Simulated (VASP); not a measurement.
Wanted: the native input for a VASP 6.6.1 run.

- Task: single point
- Functional: PBE
- Potentials or basis: VASP PAW PBE potentials, release 64 (K_sv, F)
- Cutoff: 520 eV
- k mesh: 8 × 8 × 8
- Occupations: gaussian, width 0.01 eV
- Spin: no spin polarisation
- Dipole correction: no
- Further INCAR settings: ALGO = Normal; EDIFF = 1e-06; NBANDS = 15

The structure of KF lies in POSCAR:

```
KF
1.0
    3.1788706666      0.0000000000      0.0000000000
    0.0000000000      3.1788706666      0.0000000000
    0.0000000000      0.0000000000      3.1788706666
K F
1 1
Direct
    0.0000000000      0.0000000000      0.0000000000
    0.5000000000      0.5000000000      0.5000000000
```

One way to write it, as run:

INCAR

```
SYSTEM = KF
  PREC = Accurate
  ENCUT = 520
  EDIFF = 1E-6
  ISMEAR = 0
  SIGMA = 0.01
  LREAL = .FALSE.
  LASPH = .TRUE.
  NELM = 80
  ALGO = Normal
  ISIF = 2
  LWAVE = .FALSE.
  LCHARG = .FALSE.
  GGA = PE
  NBANDS = 15
```

KPOINTS

```
Automatic mesh
0
G
  8 8 8
  0 0 0
```

Potentials or basis: VASP PAW PBE potentials, release 64 (K_sv, F).

Run with:

```sh
$ cat potpaw_PBE.64/K_sv/POTCAR potpaw_PBE.64/F/POTCAR > POTCAR
$ mpirun -np 1 vasp_std > vasp.out
```

It gave:

```yaml
Pressure: 3.0 GPa
Band_gap_on_the_k_mesh: 6.80 eV, indirect (least direct gap 6.83 eV)
```

Wall time 8.3 s on 1 thread of Intel Xeon 6975P-C, on a shared host, peak memory 0.14 GiB.
